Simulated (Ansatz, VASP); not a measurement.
# One calculation of GaSb, two programs

File INCAR:

```
PREC = Accurate
ENCUT = 520
EDIFF = 1E-6
ISMEAR = 0
SIGMA = 0.15
LREAL = False
LASPH = True
NELM = 60
ALGO = Normal
ISIF = 2
LWAVE = False
LCHARG = True
GGA = PS
LELF = True
LVHAR = True
NBANDS = 16
```

Contents of KPOINTS:

```
regular mesh
0
Gamma
  14 14 14
```

Contents of POSCAR:

```
GaSb
1.0
    0.0000000000      3.0590000000      3.0590000000
    3.1966550000      0.0000000000      3.0590000000
    3.1966550000      3.0590000000      0.0000000000
Ga Sb
1 1
Direct
    0.0000000000      0.0000000000      0.0000000000
    0.7500000000      0.7500000000      0.7500000000
```

Input for Ansatz:

```yaml
crystal:
  lattice:
    - [0.0, 3.059, 3.059]
    - [3.196655, 0.0, 3.059]
    - [3.196655, 3.059, 0.0]
  atoms:
    - { symbol: Ga, position: [0.0, 0.0, 0.0] }
    - { symbol: Sb, position: [0.75, 0.75, 0.75] }
basis:
  ecutwfc: 420
kpoints:
  mp_grid: { grid: [14, 14, 14] }
hamiltonian:
  xc: pbesol
scf:
  occupations: { method: gaussian, width: 0.15 }
output:
  forces: true
  stress: true
  eigenvalues: true
```

Change from the starting cell: strain +0.0450 x Voigt [1, 0, 0, 0, 0, 0], atoms carried along.

Alike in both runs: task single point; functional PBEsol; k mesh 14 × 14 × 14; occupations gaussian, width 0.15 eV; no spin polarisation.

|  | VASP | Ansatz |
| --- | --- | --- |
| version | VASP 6.6.1 | Ansatz 0.2.0 |
| potentials or method | VASP PAW PBE potentials, release 64 (Ga_d, Sb), cutoff 520 eV | scalar-relativistic, plane waves, PAW |
| valence electrons in the cell | 18 | 28 |

VASP gave:

```
gap on the k mesh at the Fermi level (eV)                     : none
pressure (GPa)                                                : -2.1
traceless stress, the component that is largest in VASP (GPa) : -1.35
```

Task: Estimate Ansatz's values.

Result: gap on the k mesh at the Fermi level (eV): none; pressure (GPa): -2.2; traceless stress, the component that is largest in VASP (GPa): -1.35.

VASP's potentials were made for PBE, not for PBEsol. A gap of «none» marks a metal or a gap that the smearing closes. VASP's potentials hold 18 valence electrons a cell and Ansatz's 28, so a difference there can come from the potentials and not from the codes.

Neither program's run includes spin-orbit coupling.
